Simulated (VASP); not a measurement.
# Ge5As (F-43m) in VASP: a series of runs

Runs on Ge5As. Level: PBE. Tasks: single point.

Everything below comes from runs of VASP 6.6.1. Logs are shortened: lines on timing, memory, paths and dates and some standing lists are left out, and cuts for length are marked.

### 1 The cell of the first run

The structure is cubic, space group F-43m (No. 216). Conventional cell: a = 7.905 Å, b = 7.905 Å, c = 7.905 Å, α = 90.00°, β = 90.00°, γ = 90.00°. Within 3.7 Å of Ge (site symmetry 3m) lie 9 Ge at 2.77 to 3.27 Å and 3 As at 3.28 Å. Ge (site symmetry -43m) has 12 Ge at 3.27 Å and 4 As at 3.42 Å within 4.3 Å. As (site symmetry -43m) has 16 Ge at 3.28 to 3.42 Å within 4.3 Å.

### 2 Single point, PBE

INCAR reads:

```
  PREC = Accurate
  ENCUT = 520
  EDIFF = 1E-6
  ISMEAR = 0
  SIGMA = 0.1
  LREAL = F
  LASPH = T
  NELM = 60
  ALGO = Normal
  ISIF = 2
  LWAVE = F
  LCHARG = F
  GGA = PE
  NBANDS = 46
```

KPOINTS reads:

```
regular mesh
0
Gamma
  4 4 4
```

POSCAR reads:

```
Ge5As
1.0
    0.0000000000      3.9526055000      3.9526055000
    3.9526055000      0.0000000000      3.9526055000
    3.9526055000      3.9526055000      0.0000000000
Ge As
5 1
Direct
    0.3719714300      0.8760095200      0.8760095200
    0.8760095200      0.8760095200      0.8760095200
    0.2500000000      0.2500000000      0.2500000000
    0.8760095200      0.8760095200      0.3719714300
    0.8760095200      0.3719714300      0.8760095200
    0.5000000000      0.5000000000      0.5000000000
```

Potentials or basis: VASP PAW PBE potentials, release 64 (Ge_d, As).

Run with:

```
$ cat potpaw_PBE.64/Ge_d/POTCAR potpaw_PBE.64/As/POTCAR > POTCAR
$ mpirun -np 1 vasp_std > vasp.out
```

OUTCAR:

```text
PREC = Accurate
   ENCUT = 520
   EDIFF = 1E-6
   ISMEAR = 0
   LREAL = F
   LASPH = T
   NELM = 60
   ISIF = 2
   GGA = PE

 ion  position               nearest neighbor table
   1  0.372  0.876  0.876-   2 2.77   4 2.77   5 2.77   2 2.82   4 2.82   5 2.82
   2  0.876  0.876  0.876-   1 2.77   4 2.77   5 2.77   4 2.82   5 2.82   1 2.82
   3  0.250  0.250  0.250-
   4  0.876  0.876  0.372-   1 2.77   2 2.77   5 2.77   2 2.82   5 2.82   1 2.82
   5  0.876  0.372  0.876-   1 2.77   2 2.77   4 2.77   4 2.82   2 2.82   1 2.82
   6  0.500  0.500  0.500-

  LATTYP: Found a face centered cubic cell.
 ALAT       =     7.9052110000

  Lattice vectors:

 A1 = (   0.0000000000,   3.9526055000,   3.9526055000)
 A2 = (   3.9526055000,   0.0000000000,   3.9526055000)
 A3 = (   3.9526055000,   3.9526055000,   0.0000000000)

Analysis of symmetry for initial positions (statically):
=====================================================================
 Subroutine PRICEL returns:
 Original cell was already a primitive cell.

 Routine SETGRP: Setting up the symmetry group for a
 face centered cubic supercell.

 Subroutine GETGRP returns: Found 24 space group operations
 (whereof 24 operations were pure point group operations)
 out of a pool of 48 trial point group operations.

The static configuration has the point symmetry T_d .

Analysis of symmetry for dynamics (positions and initial velocities):
=====================================================================
 Subroutine PRICEL returns:
 Original cell was already a primitive cell.

 Routine SETGRP: Setting up the symmetry group for a
 face centered cubic supercell.

 Subroutine GETGRP returns: Found 24 space group operations
 (whereof 24 operations were pure point group operations)
 out of a pool of 48 trial point group operations.

The dynamic configuration has the point symmetry T_d .

 Subroutine INISYM returns: Found 24 space group operations
 (whereof 24 operations are pure point group operations),
 and found     1 'primitive' translations

----------------------------------------------------------------------------------------

                                     Primitive cell

  volume of cell :     123.5038

  direct lattice vectors                    reciprocal lattice vectors
     0.000000000  3.952605500  3.952605500    -0.126498837  0.126498837  0.126498837
     3.952605500  0.000000000  3.952605500     0.126498837 -0.126498837  0.126498837
     3.952605500  3.952605500  0.000000000     0.126498837  0.126498837 -0.126498837

  length of vectors
     5.589828305  5.589828305  5.589828305     0.219102413  0.219102413  0.219102413

  position of ions in fractional coordinates (direct lattice)
     0.371971430  0.876009520  0.876009520
     0.876009520  0.876009520  0.876009520
     0.250000000  0.250000000  0.250000000
     0.876009520  0.876009520  0.371971430
     0.876009520  0.371971430  0.876009520
     0.500000000  0.500000000  0.500000000

  ion indices of the primitive-cell ions
   primitive index   ion index
                 1           1
                 2           2
                 3           3
                 4           4
                 5           5
                 6           6

----------------------------------------------------------------------------------------

 KPOINTS: regular mesh

Automatic generation of k-mesh.
 Grid dimensions read from file:
 generate k-points for:    4    4    4

 Generating k-lattice:

  Cartesian coordinates                     Fractional coordinates (reciprocal lattice)
    -0.031624709  0.031624709  0.031624709     0.250000000  0.000000000  0.000000000
     0.031624709 -0.031624709  0.031624709     0.000000000  0.250000000  0.000000000
     0.031624709  0.031624709 -0.031624709     0.000000000  0.000000000  0.250000000

  Length of vectors
     0.054775603  0.054775603  0.054775603

  Shift w.r.t. Gamma in fractional coordinates (k-lattice)
     0.000000000  0.000000000  0.000000000

 Subroutine IBZKPT returns following result:
 ===========================================

 Found      8 irreducible k-points:

 Following reciprocal coordinates:
            Coordinates               Weight
  0.000000  0.000000  0.000000      1.000000
  0.250000  0.000000  0.000000      8.000000
  0.500000  0.000000  0.000000      4.000000
  0.250000  0.250000  0.000000      6.000000
  0.500000  0.250000  0.000000     24.000000
 -0.250000  0.250000  0.000000     12.000000
  0.500000  0.500000  0.000000      3.000000
 -0.250000  0.500000  0.250000      6.000000
   k-points           NKPTS =      8   k-points in BZ     NKDIM =      8   number of bands    NBANDS=     46
   number of dos      NEDOS =    301   number of ions     NIONS =      6
   total plane-waves  NPLWV =  74088
   dimension x,y,z NGX =    42 NGY =   42 NGZ =   42
   dimension x,y,z NGXF=    84 NGYF=   84 NGZF=   84
   ions per type =               5   1
   NGX,Y,Z   is equivalent  to a cutoff of  12.49, 12.49, 12.49 a.u.
   NGXF,Y,Z  is equivalent  to a cutoff of  24.98, 24.98, 24.98 a.u.
 SYSTEM =  unknown system
   PREC   = accura    normal or accurate (medium, high low for compatibility)
   ISTART =      0    job   : 0-new  1-cont  2-samecut
   ICHARG =      2    charge: 1-file 2-atom 10-const
   ISPIN  =      1    spin polarized calculation?
   LNONCOLLINEAR =      F non collinear calculations
   LSORBIT =      F    spin-orbit coupling
   LASPH  =      T    aspherical Exc in radial PAW
   ENCUT  =  520.0 eV  38.22 Ry    6.18 a.u.  10.39 10.39 10.39*2*pi/ulx,y,z
   NELM   =     60;   NELMIN=  2; NELMDL= -5     # of ELM steps
   EDIFF  = 0.1E-05   stopping-criterion for ELM
   LREAL  =      F    real-space projection
   EDIFFG = 0.1E-04   stopping-criterion for IOM
   NSW    =      0    number of steps for IOM
   IBRION =     -1    ionic relax: 0-MD 1-quasi-New 2-CG
   NFREE  =      0    steps in history (QN), initial steepest desc. (CG)
   ISIF   =      2    stress and relaxation
   ISYM   =      2    0-nonsym 1-usesym 2-fastsym
   POTIM  = 0.5000    time-step for ionic-motion
   TEBEG  =    0.0;   TEEND  =   0.0 temperature during run
   PSTRESS=    0.0 pullay stress
   NELECT =      75.0000    total number of electrons
   NUPDOWN=      -1.0000    fix difference up-down
   EMIN   =  10.00;   EMAX   =-10.00  energy-range for DOS
   EFERMI =   0.00;   METHOD = LEGACY
   ISMEAR =     0;   SIGMA  =   0.10  broadening in eV -4-tet -1-fermi 0-gaus
   EFERMI_NEDOS =   21; number of points for ismear=-14 and -15
   IALGO  =     38    algorithm
   IMIX   =      4    mixing-type and parameters
     AMIX     =   0.40;   BMIX     =  1.00
     AMIX_MAG =   1.60;   BMIX_MAG =  1.00
  volume/ion in A,a.u.               =      20.58       138.91
  Fermi-wavevector in a.u.,A,eV,Ry     =   1.386336  2.619795 26.149405  1.921927
  Thomas-Fermi vector in A             =   2.510661
   LORBIT       =      0    0 simple, 1 ext, 2 COOP (PROOUT), +10 PAW based schemes
   GGA     = PE    functional components
   LHFCALC =     F    Hartree Fock is set to
   AEXX    =    0.0000 exact exchange contribution
   IVDW    =     0    specifies the selected vdW correction
   LEPSILON=     F    determine dielectric tensor
   LRPA    =     F    only Hartree local field effects (RPA)
 non-spin polarized calculation
 Gauss-broadening in eV      SIGMA  =   0.10
  energy-cutoff  :      520.00
  volume of cell :      123.50
 maximum number of plane-waves:      3383
 NGX is ok and might be reduce to    42
   NGX = 21   NGY = 21   NGZ = 21

 number of electron      74.9999983 magnetization

 Free energy of the ion-electron system (eV)
  ---------------------------------------------------
  ext. energy  EPLUGINS =         0.00000000
  ---------------------------------------------------
  free energy    TOTEN  =       -24.26282929 eV

  energy without entropy =      -24.24416201  energy(sigma->0) =      -24.25349565

 E-fermi :   5.8378     XC(G=0): -10.7700

 val. band max:        5.8276173753   @ k =   0.5000   0.0000   0.0000
 cond. band min:       5.9546750060   @ k =   0.5000   0.2500   0.0000
 fundamental gap:      0.1270576307
 Fermi energy:         5.8377979862

 k-point     1 :       0.0000    0.0000    0.0000
  band No.  band energies     occupation
      1     -19.1020      2.00000
      2     -19.0550      2.00000
      3     -19.0550      2.00000
      4     -19.0546      2.00000
      5     -19.0546      2.00000
      6     -19.0546      2.00000
[... 38 lines left out ...]
     45      11.9847      0.00000
     46      11.9847      0.00000

 k-point     2 :       0.2500    0.0000    0.0000
  band No.  band energies     occupation
      1     -19.0859      2.00000
      2     -19.0522      2.00000
      3     -19.0522      2.00000
      4     -19.0469      2.00000
      5     -19.0391      2.00000
      6     -19.0391      2.00000
[... 38 lines left out ...]
     45      10.6453      0.00000
     46      12.1267      0.00000

 k-point     3 :       0.5000    0.0000    0.0000
  band No.  band energies     occupation
      1     -19.0733      2.00000
      2     -19.0492      2.00000
      3     -19.0492      2.00000
      4     -19.0379      2.00000
      5     -19.0378      2.00000
      6     -19.0378      2.00000
[... 38 lines left out ...]
     45      10.2073      0.00000
     46      10.2073      0.00000

 k-point     4 :       0.2500    0.2500    0.0000
  band No.  band energies     occupation
      1     -19.0784      2.00000
      2     -19.0511      2.00000
      3     -19.0466      2.00000
      4     -19.0399      2.00000
      5     -19.0399      2.00000
      6     -19.0389      2.00000
[... 38 lines left out ...]
     45      11.0871      0.00000
     46      11.0871      0.00000

 k-point     5 :       0.5000    0.2500    0.0000
  band No.  band energies     occupation
      1     -19.0596      2.00000
      2     -19.0430      2.00000
      3     -19.0380      2.00000
      4     -19.0376      2.00000
      5     -19.0370      2.00000
      6     -19.0363      2.00000
[... 38 lines left out ...]
     45       9.5654      0.00000
     46       9.9478      0.00000

 k-point     6 :      -0.2500    0.2500    0.0000
  band No.  band energies     occupation
      1     -19.0658      2.00000
      2     -19.0451      2.00000
      3     -19.0420      2.00000
      4     -19.0372      2.00000
      5     -19.0370      2.00000
      6     -19.0357      2.00000
[... 38 lines left out ...]
     45       9.5312      0.00000
     46      10.2218      0.00000

 k-point     7 :       0.5000    0.5000    0.0000
  band No.  band energies     occupation
      1     -19.0529      2.00000
      2     -19.0517      2.00000
      3     -19.0386      2.00000
      4     -19.0373      2.00000
      5     -19.0373      2.00000
      6     -19.0372      2.00000
[... 38 lines left out ...]
     45       7.8790      0.00000
     46       9.1983      0.00000

 k-point     8 :      -0.2500    0.5000    0.2500
  band No.  band energies     occupation
      1     -19.0417      2.00000
      2     -19.0393      2.00000
      3     -19.0376      2.00000
      4     -19.0366      2.00000
      5     -19.0361      2.00000
      6     -19.0354      2.00000
[... 38 lines left out ...]
     45       9.7108      0.00000
     46       9.9921      0.00000

------------------------ aborting loop because EDIFF is reached ----------------------------------------

  FORCE on cell =-STRESS in cart. coord.  units (eV):
  Direction    XX          YY          ZZ          XY          YZ          ZX
  --------------------------------------------------------------------------------------
  -------------------------------------------------------------------------------------
  Total       -0.8155194     -0.8155194     -0.8155194      0.0000000      0.0000000     -0.0000000
  in kB      -10.5794839    -10.5794839    -10.5794839      0.0000000      0.0000000     -0.0000000
  external PRESSURE =     -10.5794839 kB  Pullay stress =       0.0000000 kB

 VOLUME and BASIS-vectors are now :
 -----------------------------------------------------------------------------
  energy-cutoff  :      520.00
  volume of cell :      123.50
      direct lattice vectors                 reciprocal lattice vectors
     0.000000000  3.952605500  3.952605500    -0.126498837  0.126498837  0.126498837
     3.952605500  0.000000000  3.952605500     0.126498837 -0.126498837  0.126498837
     3.952605500  3.952605500  0.000000000     0.126498837  0.126498837 -0.126498837

 POSITION                                       TOTAL-FORCE (eV/Angst)
 -----------------------------------------------------------------------------------
      6.92504      4.93278      4.93278        -0.067138      0.067138      0.067138
      6.92504      6.92504      6.92504        -0.067138     -0.067138     -0.067138
      1.97630      1.97630      1.97630         0.000000      0.000000      0.000000
      4.93278      4.93278      6.92504         0.067138      0.067138     -0.067138
      4.93278      6.92504      4.93278         0.067138     -0.067138      0.067138
      3.95261      3.95261      3.95261         0.000000      0.000000      0.000000
 -----------------------------------------------------------------------------------
    total drift:                                0.000043      0.000043      0.000043

  FREE ENERGIE OF THE ION-ELECTRON SYSTEM (eV)
  ---------------------------------------------------
  free  energy   TOTEN  =       -24.2628292860 eV

  energy  without entropy=      -24.2441620070  energy(sigma->0) =      -24.25349565
```

It took 57 s on 1 thread of Intel Xeon Platinum 8375C at 2.90GHz (Ice Lake), shared host; peak memory 0.26 GiB.

What came out:

```
Free energy   : -24.2628 eV
Pressure      : -1.1 GPa
Largest force : 0.116 eV/Å
```

Forces on the atoms (eV/Å):
```
Ge  -0.067  0.067  0.067
Ge  -0.067 -0.067 -0.067
Ge   0.000  0.000  0.000
Ge   0.067  0.067 -0.067
Ge   0.067 -0.067  0.067
As   0.000  0.000  0.000
```

Levels at points of the mesh, in eV from the Fermi level:
```csv
k point,band 36,band 37,band 38,band 39,band 40,band 41
"(0.00, 0.00, 0.00)",-1.79,-1.79,-1.79,-1.57,-1.57,3.51
"(0.50, 0.00, 0.00)",-0.83,-0.83,-0.01,-0.01,1.59,2.19
"(0.50, 0.50, 0.00)",0.23,0.23,0.26,0.74,0.89,1.09
```

(Part 1 of 2 ends here.)
